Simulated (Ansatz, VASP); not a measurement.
**B in VASP and in Ansatz**

```
CELL_PARAMETERS angstrom
0.00000 1.48534 1.48534
1.48534 0.00000 1.48534
1.48534 1.48534 0.00000
ATOMIC_POSITIONS crystal
B 0.00000 0.00000 0.00000
```

Alike in both runs: task relaxation of cell and atoms; functional r2SCAN; k mesh 18 × 18 × 18; occupations fermi-dirac, width 0.1 eV; no spin polarisation.

|  | VASP | Ansatz |
| --- | --- | --- |
| version | VASP 6.6.1 | Ansatz 0.2.0 |
| potentials or method | VASP PAW PBE potentials, release 64 (B), cutoff 600 eV | plane waves (500 eV) with PAW, scalar-relativistic |
| valence electrons in the cell | 3 | 3 |

```csv
,VASP,Ansatz,Ansatz less VASP
relaxed volume (Å³/atom),5.81,5.82,+0.008
relaxed cell length with the largest relative difference (Å),2.018,2.019,+0.0010
```

VASP's potentials were made for PBE, not for r2SCAN.
